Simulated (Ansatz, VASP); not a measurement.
## One calculation of Si7P, two programs

```
Si P
1.0
     5.42000    0.00000    0.00000
     0.00000    5.42000    0.00000
     0.00000    0.00000    5.42000
Si P
7 1
Direct
  0.00000 0.50000 0.50000
  0.75000 0.75000 0.25000
  0.50000 0.00000 0.50000
  0.75000 0.25000 0.75000
  0.50000 0.50000 0.00000
  0.25000 0.75000 0.75000
  0.25000 0.25000 0.25000
  0.00000 0.00000 0.00000
```

Change from the starting cell: built by hand: ordered substituted diamond (P-43m, No. 215).

Alike in both runs: functional PBE; k mesh 3 × 3 × 3; occupations gaussian, width 0.2 eV; no spin polarisation.

Ansatz relaxed the structure, and its values are those at the end. VASP's run is a single point on that final structure, the one shown.

|  | VASP | Ansatz |
| --- | --- | --- |
| version | VASP 6.6.1 | Ansatz 0.2.0 |
| potentials or method | VASP PAW PBE potentials, release 64 (Si, P), cutoff 520 eV | scalar-relativistic, plane waves, PAW |
| valence electrons in the cell | 33 | 33 |

```csv
,VASP,Ansatz,Ansatz less VASP
gap on the k mesh at the Fermi level (eV),none,none,-
pressure (GPa),-0.1,0.0,+0.10
```

A gap of «none» marks a metal or a gap that the smearing closes.

The k mesh is coarse, so the values compare programs but aren't converged.
